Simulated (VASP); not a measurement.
A run of VASP 6.6.1:

The input INCAR:

```
SYSTEM = Si2Bi
PREC = Accurate ; ENCUT = 520
EDIFF = 1E-7 ; ISMEAR = 0
SIGMA = 0.1 ; LREAL = .False.
LASPH = .True. ; NELM = 60
ALGO = Normal ; ISIF = 2
LWAVE = .False. ; LCHARG = .False.
GGA = PE ; NBANDS = 32
```

Contents of KPOINTS:

```
Automatic mesh
0
Gamma
  6 6 2
  0 0 0
```

Contents of POSCAR:

```
Si2Bi
1.0
    3.1941008900      0.0000000000      0.0000000000
   -1.5970504500      2.7661725200      0.0000000000
    0.0000000000      0.0000000000     12.6566362800
Si Bi
4 2
Direct
    0.3333333300      0.6666666700      0.8672310700
    0.6666666700      0.3333333300      0.3672310700
    0.3333333300      0.6666666700      0.6327689300
    0.6666666700      0.3333333300      0.1327689300
    0.6666666700      0.3333333300      0.7500000000
    0.3333333300      0.6666666700      0.2500000000
```

Potentials or basis: VASP PAW PBE potentials, release 64 (Si, Bi_d).

Launch:

```bash
$ cat potpaw_PBE.64/Si/POTCAR potpaw_PBE.64/Bi_d/POTCAR > POTCAR
$ mpirun -np 1 vasp_std > vasp.out
```

Hardware: 1 thread of Oxide Virtual Turin-like Processor (shared host).

Question: Estimate the wall time of this run.

Answer: It took 81 s on 1 thread of Oxide Virtual Turin-like Processor, on a shared host, peak memory 0.19 GiB. Counts: scf iterations 14, k points 14.
